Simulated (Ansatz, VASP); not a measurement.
## Two plane-wave programs on Al2O3

File POSCAR:

```
Al2O3
1.0
    3.0174825440      0.0000000000      0.0000000000
   -1.5087412720      2.6132165386      0.0000000000
    0.0000000000      0.0000000000      7.8776214423
Al O
2 3
Direct
    0.0000000000      0.0000000000      0.2779510000
    0.0000000000      0.0000000000      0.7220490000
    0.3333333333      0.6666666667      0.1994540000
    0.6666666667      0.3333333333      0.8005460000
    0.0000000000      0.0000000000      0.5000000000
```

File INCAR.step1:

```
PREC = Accurate ; ENCUT = 520
ISMEAR = 0 ; SIGMA = 0.05
LREAL = False ; LASPH = True
NELM = 80 ; NBANDS = 20
GGA = PE ; ALGO = Normal
EDIFF = 1E-4 ; LWAVE = True
LCHARG = False
```

File INCAR.step2:

```
PREC = Accurate ; ENCUT = 520
EDIFF = 1E-7 ; ISMEAR = 0
SIGMA = 0.05 ; LREAL = False
LASPH = True ; NELM = 80
ALGO = Normal ; ISIF = 2
LWAVE = False ; LCHARG = True
METAGGA = R2SCAN ; LMIXTAU = True
LELF = True ; LVHAR = True
NBANDS = 20 ; ISTART = 1
```

Contents of KPOINTS:

```
Automatic mesh
0
Gamma
  12 12 4
```

Input for Ansatz:

```yaml
crystal:
  lattice:
    - [3.017482544, 0.0, 0.0]
    - [-1.508741272, 2.6132165386, 0.0]
    - [0.0, 0.0, 7.8776214423]
  atoms:
    - { symbol: Al, position: [0.0, 0.0, 0.277951] }
    - { symbol: Al, position: [0.0, 0.0, 0.722049] }
    - { symbol: O, position: [0.3333333333, 0.6666666667, 0.199454] }
    - { symbol: O, position: [0.6666666667, 0.3333333333, 0.800546] }
    - { symbol: O, position: [0.0, 0.0, 0.5] }
basis:
  ecutwfc: 500
kpoints:
  mp_grid: { grid: [12, 12, 4] }
hamiltonian:
  xc: r2scan
scf:
  occupations: { method: gaussian, width: 0.05 }
output:
  forces: true
  stress: true
  eigenvalues: true
```

Change from the starting cell: strain +0.000 along x and y, +0.040 along z, atoms carried along.

Alike in both runs: task single point; functional r2SCAN; k mesh 12 × 12 × 4; occupations gaussian, width 0.05 eV; no spin polarisation.

|  | VASP | Ansatz |
| --- | --- | --- |
| version | VASP 6.6.1 | Ansatz 0.2.0 |
| potentials or method | VASP PAW PBE potentials, release 64 (Al, O), cutoff 520 eV | scalar-relativistic, plane waves, PAW |
| valence electrons in the cell | 24 | 24 |

```csv
,VASP,Ansatz,Ansatz less VASP
gap on the k mesh at the Fermi level (eV),2.23,2.23,-0.003
least direct gap on the mesh (eV),2.23,2.23,-0.003
pressure (GPa),-11.9,-11.7,+0.18
"traceless stress, the component that is largest in VASP (GPa)",-12.17,-12.31,-0.137
rms of the force components (eV/Å),0.649,0.660,+0.0108
```

VASP's potentials were made for PBE, not for r2SCAN. Atom by atom the forces differ by 0.020 eV/Å (rms over components).
